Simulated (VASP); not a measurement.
# Ta8HN8 (a cell with a defect) in VASP: further runs

The runs below take Ta8HN8 (a cell with a defect) through single point, with PBE.

Everything below comes from runs of VASP 6.6.1. Logs are shortened: lines on timing, memory, paths and dates and some standing lists are left out, and cuts for length are marked.

**1. The cell of the first run**

The cell holds a defect, 17 atoms: a = 5.796 Å, b = 5.900 Å, c = 5.900 Å, α = 120.00°, β = 90.00°, γ = 90.00°.

**2. Single point, PBE**

Contents of INCAR:

```
PREC     = Accurate       # precision mode
ENCUT    = 520            # plane-wave cutoff, eV
EDIFF    = 1E-7           # SCF threshold, eV
ISMEAR   = 0              # smearing method
SIGMA    = 0.1            # smearing width, eV
LREAL    = Auto         
LASPH    = T              # aspherical terms in the spheres
NELM     = 60             # most SCF steps
ALGO     = Normal         # electronic algorithm
ISIF     = 2              # what is computed and relaxed
LWAVE    = F              # write WAVECAR
LCHARG   = T              # write CHGCAR
GGA      = PE             # functional
LELF     = T              # ELF
LVHAR    = T            
NBANDS   = 78             # bands
```

Contents of KPOINTS:

```
Automatic mesh
0
Gamma
  4 5 5
  0.5 0 0
```

Contents of POSCAR:

```
Ta8HN8
1.0
    0.0000000000      0.0000000000      5.7955432028
   -2.9501846797     -5.1098697569      0.0000000000
    5.9003693593      0.0000000000      0.0000000000
Ta N H
8 8 1
Direct
    0.2509569766      0.1666561068      0.8333385579
    0.7515368012      0.1666563025      0.8333384863
    0.2486655607      0.1745621792      0.3372917093
    0.7491810255      0.1665177471      0.3332693238
    0.2486655607      0.6627029966      0.8254322621
    0.7491810255      0.6667252126      0.8334767213
    0.2486652156      0.6627028009      0.3372918760
    0.7491808530      0.6667250169      0.3332694634
   -0.0009640166      0.0003638058      0.5007542942
    0.5041158176      0.0036488210      0.5073234426
   -0.0009640166      0.0003638058     -0.0003694185
    0.5041158176      0.0036484296     -0.0036539168
   -0.0013922767      0.4999890646      0.5000053215
    0.4960515174      0.4999894560      0.5000051782
   -0.0009640166      0.4992403175     -0.0003692758
    0.5041156450      0.4926712656     -0.0036539713
    0.3332255377      0.8333231966      0.1666721637
```

Potentials or basis: VASP PAW PBE potentials, release 64 (Ta_pv, N, H).

Launch:

```bash
> cat potpaw_PBE.64/Ta_pv/POTCAR potpaw_PBE.64/N/POTCAR potpaw_PBE.64/H/POTCAR > POTCAR
> mpirun -np 1 vasp_std > vasp.out
```

OUTCAR:

```text
PREC = Accurate
   ENCUT = 520
   EDIFF = 1E-7
   ISMEAR = 0
   LREAL = Auto
   LASPH = T
   NELM = 60
   ISIF = 2
   GGA = PE

 ion  position               nearest neighbor table
   1  0.251  0.167  0.833-  16 2.22  10 2.22  12 2.22  15 2.24   9 2.24  11 2.24   2 2.89   2 2.90
                             3 2.95   5 2.95   7 2.95   7 2.95   5 2.95   3 2.95
   2  0.752  0.167  0.833-  10 2.20  16 2.20  12 2.20  15 2.22   9 2.22  11 2.22   1 2.89   1 2.90
                             6 2.95   8 2.95   4 2.95   4 2.95   8 2.95   6 2.95
   3  0.249  0.175  0.337-  17 1.81  14 2.20  13 2.21   9 2.25  11 2.25  10 2.29  12 2.29   7 2.88
                             5 2.88   4 2.90   4 2.90   1 2.95   1 2.95   5 3.02   7 3.02
   4  0.749  0.167  0.333-  10 2.23  12 2.23  13 2.23  11 2.24   9 2.24  14 2.25   3 2.90   3 2.90
                             6 2.95   8 2.95   2 2.95   2 2.95   8 2.95   6 2.95
   5  0.249  0.663  0.825-  17 1.81  14 2.20  13 2.21  11 2.25  15 2.25  16 2.29  12 2.29   7 2.88
                             3 2.88   6 2.90   6 2.90   1 2.95   1 2.95   3 3.02   7 3.02
   6  0.749  0.667  0.833-  12 2.23  16 2.23  13 2.23  11 2.24  15 2.24  14 2.25   5 2.90   5 2.90
                             4 2.95   8 2.95   2 2.95   2 2.95   8 2.95   4 2.95
   7  0.249  0.663  0.337-  17 1.81  14 2.20  13 2.21   9 2.25  15 2.25  16 2.29  10 2.29   5 2.88
                             3 2.88   8 2.90   8 2.90   1 2.95   1 2.95   3 3.02   5 3.02
   8  0.749  0.667  0.333-  16 2.23  10 2.23  13 2.23  15 2.24   9 2.24  14 2.25   7 2.90   7 2.90
                             4 2.95   6 2.95   2 2.95   2 2.95   6 2.95   4 2.95
   9  0.999  0.000  0.501-   2 2.22   4 2.24   8 2.24   1 2.24   7 2.25   3 2.25
  10  0.504  0.004  0.507-   2 2.20   1 2.22   4 2.23   8 2.23   3 2.29   7 2.29
  11  0.999  0.000  1.000-   2 2.22   6 2.24   4 2.24   1 2.24   5 2.25   3 2.25
  12  0.504  0.004  0.996-   2 2.20   1 2.22   6 2.23   4 2.23   5 2.29   3 2.29
  13  0.999  0.500  0.500-   7 2.21   3 2.21   5 2.21   4 2.23   6 2.23   8 2.23
  14  0.496  0.500  0.500-   7 2.20   5 2.20   3 2.20   8 2.25   6 2.25   4 2.25
  15  0.999  0.499  1.000-   2 2.22   6 2.24   8 2.24   1 2.24   7 2.25   5 2.25
  16  0.504  0.493  0.996-   2 2.20   1 2.22   6 2.23   8 2.23   5 2.29   7 2.29
  17  0.333  0.833  0.167-   3 1.81   5 1.81   7 1.81

  LATTYP: Found a hexagonal cell.
 ALAT       =     5.9003693594
 C/A-ratio  =     0.9822339670

  Lattice vectors:

 A1 = (  -2.9501846797,  -5.1098697569,   0.0000000000)
 A2 = (   5.9003693593,   0.0000000000,   0.0000000000)
 A3 = (   0.0000000000,   0.0000000000,   5.7955432028)

Analysis of symmetry for initial positions (statically):
=====================================================================
 Subroutine PRICEL returns:
 Original cell was already a primitive cell.

 Routine SETGRP: Setting up the symmetry group for a
 hexagonal supercell.

 Subroutine GETGRP returns: Found  6 space group operations
 (whereof  2 operations were pure point group operations)
 out of a pool of 24 trial point group operations.

The static configuration has the point symmetry C_1h.
 The point group associated with its full space group is C_3v.

Analysis of symmetry for dynamics (positions and initial velocities):
=====================================================================
 Subroutine PRICEL returns:
 Original cell was already a primitive cell.

 Routine SETGRP: Setting up the symmetry group for a
 hexagonal supercell.

 Subroutine GETGRP returns: Found  6 space group operations
 (whereof  2 operations were pure point group operations)
 out of a pool of 24 trial point group operations.

The dynamic configuration has the point symmetry C_1h.
 The point group associated with its full space group is C_3v.

 Subroutine INISYM returns: Found  6 space group operations
 (whereof  2 operations are pure point group operations),
 and found     1 'primitive' translations

----------------------------------------------------------------------------------------

                                     Primitive cell

  volume of cell :     174.7363

  direct lattice vectors                    reciprocal lattice vectors
     0.000000000  0.000000000  5.795543203     0.000000000  0.000000000  0.172546380
    -2.950184680 -5.109869757  0.000000000     0.000000000 -0.195699704  0.000000000
     5.900369359  0.000000000  0.000000000     0.169480915 -0.097849852  0.000000000

  length of vectors
     5.795543203  5.900369359  5.900369359     0.172546380  0.195699704  0.195699704

  position of ions in fractional coordinates (direct lattice)
     0.250956977  0.166656107  0.833338558
     0.751536801  0.166656303  0.833338486
     0.248665561  0.174562179  0.337291709
     0.749181026  0.166517747  0.333269324
     0.248665561  0.662702997  0.825432262
     0.749181026  0.666725213  0.833476721
[... 9 lines left out ...]
     0.504115645  0.492671266  0.996346029
     0.333225538  0.833323197  0.166672164

  ion indices of the primitive-cell ions
   primitive index   ion index
                 1           1
                 2           2
                 3           3
                 4           4
                 5           5
                 6           6
[... 9 lines left out ...]
                16          16
                17          17

----------------------------------------------------------------------------------------

 KPOINTS: Automatic mesh

Automatic generation of k-mesh.
 Grid dimensions read from file:
 generate k-points for:    4    5    5

 Generating k-lattice:

  Cartesian coordinates                     Fractional coordinates (reciprocal lattice)
     0.000000000  0.000000000  0.043136595     0.250000000  0.000000000  0.000000000
     0.000000000 -0.039139941  0.000000000     0.000000000  0.200000000  0.000000000
     0.033896183 -0.019569970  0.000000000     0.000000000  0.000000000  0.200000000

  Length of vectors
     0.043136595  0.039139941  0.039139941

  Shift w.r.t. Gamma in fractional coordinates (k-lattice)
     0.500000000  0.000000000  0.000000000

 Subroutine IBZKPT returns following result:
 ===========================================

 Found     14 irreducible k-points:

 Following reciprocal coordinates:
            Coordinates               Weight
  0.125000  0.000000  0.000000      2.000000
  0.375000  0.000000  0.000000      2.000000
  0.125000  0.200000  0.000000      6.000000
  0.125000  0.000000  0.200000      6.000000
  0.375000  0.200000  0.000000      6.000000
  0.375000  0.000000  0.200000      6.000000
  0.125000  0.400000  0.000000      6.000000
  0.125000  0.000000  0.400000      6.000000
  0.375000  0.400000  0.000000      6.000000
  0.375000  0.000000  0.400000      6.000000
  0.125000  0.200000  0.200000     12.000000
  0.375000  0.200000  0.200000     12.000000
  0.125000  0.400000  0.200000     12.000000
  0.375000  0.400000  0.200000     12.000000
   k-points           NKPTS =     14   k-points in BZ     NKDIM =     14   number of bands    NBANDS=     78
   number of dos      NEDOS =    301   number of ions     NIONS =     17
   total plane-waves  NPLWV = 110592
   dimension x,y,z NGX =    48 NGY =   48 NGZ =   48
   dimension x,y,z NGXF=    96 NGYF=   96 NGZF=   96
   ions per type =               8   8   1
   NGX,Y,Z   is equivalent  to a cutoff of  13.77, 13.52, 13.52 a.u.
   NGXF,Y,Z  is equivalent  to a cutoff of  27.54, 27.05, 27.05 a.u.
 SYSTEM =  unknown system
   PREC   = accura    normal or accurate (medium, high low for compatibility)
   ISTART =      0    job   : 0-new  1-cont  2-samecut
   ICHARG =      2    charge: 1-file 2-atom 10-const
   ISPIN  =      1    spin polarized calculation?
   LNONCOLLINEAR =      F non collinear calculations
   LSORBIT =      F    spin-orbit coupling
   LASPH  =      T    aspherical Exc in radial PAW
   ENCUT  =  520.0 eV  38.22 Ry    6.18 a.u.  10.78 10.97 10.97*2*pi/ulx,y,z
   NELM   =     60;   NELMIN=  2; NELMDL= -5     # of ELM steps
   EDIFF  = 0.1E-06   stopping-criterion for ELM
   LREAL  =      T    real-space projection
   EDIFFG = 0.1E-05   stopping-criterion for IOM
   NSW    =      0    number of steps for IOM
   IBRION =     -1    ionic relax: 0-MD 1-quasi-New 2-CG
   NFREE  =      0    steps in history (QN), initial steepest desc. (CG)
   ISIF   =      2    stress and relaxation
   ISYM   =      2    0-nonsym 1-usesym 2-fastsym
   POTIM  = 0.5000    time-step for ionic-motion
   TEBEG  =    0.0;   TEEND  =   0.0 temperature during run
   PSTRESS=    0.0 pullay stress
   NELECT =     129.0000    total number of electrons
   NUPDOWN=      -1.0000    fix difference up-down
   EMIN   =  10.00;   EMAX   =-10.00  energy-range for DOS
   EFERMI =   0.00;   METHOD = LEGACY
   ISMEAR =     0;   SIGMA  =   0.10  broadening in eV -4-tet -1-fermi 0-gaus
   EFERMI_NEDOS =   21; number of points for ismear=-14 and -15
   IALGO  =     38    algorithm
   IMIX   =      4    mixing-type and parameters
     AMIX     =   0.40;   BMIX     =  1.00
     AMIX_MAG =   1.60;   BMIX_MAG =  1.00
  volume/ion in A,a.u.               =      10.28        69.36
  Fermi-wavevector in a.u.,A,eV,Ry     =   1.479598  2.796034 29.786005  2.189210
  Thomas-Fermi vector in A             =   2.593736
   LORBIT       =      0    0 simple, 1 ext, 2 COOP (PROOUT), +10 PAW based schemes
   GGA     = PE    functional components
   LHFCALC =     F    Hartree Fock is set to
   AEXX    =    0.0000 exact exchange contribution
   IVDW    =     0    specifies the selected vdW correction
   LEPSILON=     F    determine dielectric tensor
   LRPA    =     F    only Hartree local field effects (RPA)
 non-spin polarized calculation
 Gauss-broadening in eV      SIGMA  =   0.10
  energy-cutoff  :      520.00
  volume of cell :      174.74
 maximum number of plane-waves:      4717
 NGX is ok and might be reduce to    48
   NGX = 21   NGY = 21   NGZ = 21

 number of electron     129.0000008 magnetization

 Free energy of the ion-electron system (eV)
  ---------------------------------------------------
  ext. energy  EPLUGINS =         0.00000000
  ---------------------------------------------------
  free energy    TOTEN  =      -181.42866592 eV

  energy without entropy =     -181.41950219  energy(sigma->0) =     -181.42408405

 E-fermi :   9.0985     XC(G=0): -13.3199

 val. band max:        9.0609579324   @ k =   0.1250   0.2000   0.2000
 cond. band min:       9.2419191126   @ k =   0.1250   0.4000   0.0000
 fundamental gap:      0.1809611802
 Fermi energy:         9.0985158070

 k-point     1 :       0.1250    0.0000    0.0000
  band No.  band energies     occupation
      1     -27.6777      2.00000
      2     -27.5223      2.00000
      3     -27.3502      2.00000
      4     -27.3502      2.00000
      5     -27.2925      2.00000
      6     -27.2925      2.00000
[... 68 lines left out ...]
     75      11.6232      0.00000
     76      11.8663      0.00000

 k-point     2 :       0.3750    0.0000    0.0000
  band No.  band energies     occupation
      1     -27.6682      2.00000
      2     -27.3299      2.00000
      3     -27.3298      2.00000
      4     -27.3177      2.00000
      5     -27.1695      2.00000
      6     -27.1374      2.00000
[... 940 lines left out ...]
 k-point    14 :       0.3750    0.4000    0.2000
  band No.  band energies     occupation
      1     -27.3880      2.00000
      2     -27.2265      2.00000
      3     -27.1999      2.00000
      4     -27.1640      2.00000
      5     -27.1349      2.00000
      6     -27.0574      2.00000
[... 68 lines left out ...]
     75      11.1905      0.00000
     76      11.5411      0.00000
 [bands above 76 left out]

------------------------ aborting loop because EDIFF is reached ----------------------------------------

  FORCE on cell =-STRESS in cart. coord.  units (eV):
  Direction    XX          YY          ZZ          XY          YZ          ZX
  --------------------------------------------------------------------------------------
  -------------------------------------------------------------------------------------
  Total        7.6557126      7.6557126      2.2431829      0.0000000      0.0000000     -0.0000000
  in kB       70.1961070     70.1961070     20.5680015      0.0000000      0.0000000     -0.0000000
  external PRESSURE =      53.6534051 kB  Pullay stress =       0.0000000 kB

 VOLUME and BASIS-vectors are now :
 -----------------------------------------------------------------------------
  energy-cutoff  :      520.00
  volume of cell :      174.74
      direct lattice vectors                 reciprocal lattice vectors
     0.000000000  0.000000000  5.795543203     0.000000000  0.000000000  0.172546380
    -2.950184680 -5.109869757  0.000000000     0.000000000 -0.195699704  0.000000000
     5.900369359  0.000000000  0.000000000     0.169480915 -0.097849852  0.000000000

 POSITION                                       TOTAL-FORCE (eV/Angst)
 -----------------------------------------------------------------------------------
      4.42534     -0.85159      1.45443        -0.000000      0.000000      0.058254
      4.42534     -0.85159      4.35556        -0.000000      0.000000      0.061442
      1.47515     -0.89199      1.44115        -0.000000     -0.050898      0.055470
      1.47515     -0.85088      4.34191         0.000000      0.015883      0.047679
      2.91526     -3.38633      1.44115        -0.044079      0.025449      0.055470
      2.95086     -3.40688      4.34191         0.013755     -0.007941      0.047679
[... 9 lines left out ...]
      4.42534     -2.51749      2.92162        -0.000000     -0.024673      0.071332
     -1.47503     -4.25817      1.93122        -0.000000      0.000000     -0.928080
 -----------------------------------------------------------------------------------
    total drift:                                0.085228     -0.070186      0.001489

  FREE ENERGIE OF THE ION-ELECTRON SYSTEM (eV)
  ---------------------------------------------------
  free  energy   TOTEN  =      -181.4286659231 eV

  energy  without entropy=     -181.4195021868  energy(sigma->0) =     -181.42408405
```

Wall time 5.7 min (1 thread of AMD EPYC 9R45 (Zen 5), shared host); peak memory 0.37 GiB.

Results:

- Free energy: -181.4287 eV
- Pressure: 5.4 GPa
- Largest force: 0.928 eV/Å
- Band gap on the k mesh: zero (an odd number of electrons rules out a gap without spin polarisation)

Forces on the atoms (eV/Å):
```
Ta   0.000  0.000  0.058
Ta   0.000  0.000  0.061
Ta   0.000 -0.051  0.055
Ta   0.000  0.016  0.048
Ta  -0.044  0.025  0.055
Ta   0.014 -0.008  0.048
Ta   0.044  0.025  0.055
Ta  -0.014 -0.008  0.048
N    0.015 -0.008  0.058
N   -0.021  0.012  0.071
N   -0.015 -0.008  0.058
N    0.021  0.012  0.071
N    0.000  0.000  0.056
N    0.000  0.000  0.055
N    0.000  0.017  0.058
N    0.000 -0.025  0.071
H    0.000  0.000 -0.928
```

Caveat: spin-orbit coupling is left out, which moves the levels of the heavy elements; an odd number of electrons without spin polarisation forces a metal; a magnetic or distorted state may lie lower.

**3. Single point, PBE**

Contents of INCAR:

```
SYSTEM = Ta8HN8
PREC     = Accurate       ! precision mode
ENCUT    = 520            ! plane-wave cutoff, eV
EDIFF    = 1E-7           ! SCF threshold, eV
ISMEAR   = 0              ! smearing method
SIGMA    = 0.1            ! smearing width, eV
LREAL    = Auto         
LASPH    = .True.         ! aspherical terms in the spheres
NELM     = 100            ! most SCF steps
ALGO     = Normal         ! electronic algorithm
ISIF     = 2              ! what is computed and relaxed
LWAVE    = .False.        ! write WAVECAR
LCHARG   = .False.        ! write CHGCAR
GGA      = PE             ! functional
NBANDS   = 78             ! bands
```

KPOINTS is that of step 2.

Contents of POSCAR:

```
Ta8HN8
1.0
    0.0000000000      0.0000000000      5.7955432028
   -2.9501846797     -5.1098697569      0.0000000000
    5.9003693593      0.0000000000      0.0000000000
Ta N H
8 8 1
Direct
    0.2484631638      0.1666563025      0.8333384863
    0.7490429884      0.1666561068      0.8333385579
    0.2508189395      0.1665177471      0.3332693238
    0.7513344043      0.1745621792      0.3372917093
    0.2508189395      0.6667252126      0.8334767213
    0.7513344043      0.6627029966      0.8254322621
    0.2508192846      0.6667250169      0.3332694634
    0.7513347494      0.6627028009      0.3372918760
    0.0009640166      0.0003638058      0.5007542942
    0.4958841474      0.0036488210      0.5073234426
    0.0009640166      0.0003638058     -0.0003694185
    0.4958843200      0.0036484296     -0.0036539168
    0.0013922767      0.4999890646      0.5000053215
    0.5039486201      0.4999894560      0.5000051782
    0.0009640166      0.4992403175     -0.0003692758
    0.4958843200      0.4926712656     -0.0036539713
    0.6667745999      0.8333231966      0.1666721637
```

Potentials or basis: VASP PAW PBE potentials, release 64 (Ta_pv, N, H).

Launch:

```bash
> cat potpaw_PBE.64/Ta_pv/POTCAR potpaw_PBE.64/N/POTCAR potpaw_PBE.64/H/POTCAR > POTCAR
> mpirun -np 1 vasp_std > vasp.out
```

Run time: 5.5 min. Hardware: 1 thread of AMD EPYC 9R45 (Zen 5), shared host; peak memory 0.37 GiB.

The run converged. Its results:

```
Free energy            : -181.4287 eV
Pressure               : 5.4 GPa
Largest force          : 0.928 eV/Å
Band gap on the k mesh : zero (an odd number of electrons rules out a gap without spin polarisation)
```

Forces on the atoms (eV/Å):
```
Ta   0.000  0.000 -0.061
Ta   0.000  0.000 -0.058
Ta   0.000  0.016 -0.048
Ta   0.000 -0.051 -0.055
Ta   0.014 -0.008 -0.048
Ta  -0.044  0.025 -0.055
Ta  -0.014 -0.008 -0.048
Ta   0.044  0.025 -0.055
N    0.015 -0.008 -0.058
N   -0.021  0.012 -0.071
N   -0.015 -0.008 -0.058
N    0.021  0.012 -0.071
N    0.000  0.000 -0.056
N    0.000  0.000 -0.055
N    0.000  0.017 -0.058
N    0.000 -0.025 -0.071
H    0.000  0.000  0.928
```

Stress tensor (GPa, compression positive):
```
7.02 0.00 0.00
0.00 7.02 0.00
0.00 0.00 2.06
```

Levels at points of the mesh, in eV from the Fermi level:
```tsv
k point	band 61	band 62	band 63	band 64	band 65	band 66	band 67	band 68	band 69	band 70
(0.12, 0.00, 0.00)	-2.69	-1.32	-1.32	-1.01	-1.01	0.62	1.28	1.94	1.94	2.15
```

Caveat: spin-orbit coupling is left out, which moves the levels of the heavy elements; an odd number of electrons without spin polarisation forces a metal; a magnetic or distorted state may lie lower.

The gap in the log of VASP goes by the Fermi energy; the results here count the filled bands.